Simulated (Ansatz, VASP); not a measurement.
## Two plane-wave programs on CaO

```
CELL_PARAMETERS angstrom
0.00000 2.45118 2.45118
2.45118 0.00000 2.45118
2.45118 2.45118 0.00000
ATOMIC_POSITIONS crystal
Ca 0.50000 0.50000 0.50000
O 0.00000 0.00000 0.00000
```

Alike in both runs: task single point; functional BLYP; k mesh 8 × 8 × 8; occupations gaussian, width 0.05 eV; no spin polarisation.

```csv
,VASP,Ansatz
version,VASP 6.6.1,Ansatz 0.2.0
potentials or method,"VASP PAW PBE potentials, release 64 (Ca_sv, O), cutoff 520 eV","scalar-relativistic, plane waves, PAW"
valence electrons in the cell,16,16
```

```csv
,VASP,Ansatz,Ansatz less VASP
gap on the k mesh at the Fermi level (eV),3.73,3.75,+0.021
least direct gap on the mesh (eV),4.11,4.13,+0.021
pressure (GPa),-1.4,-1.9,-0.50
```

VASP's potentials were made for PBE, not for BLYP. With one functional, cell and mesh, what is left measures potentials, basis and numerics.
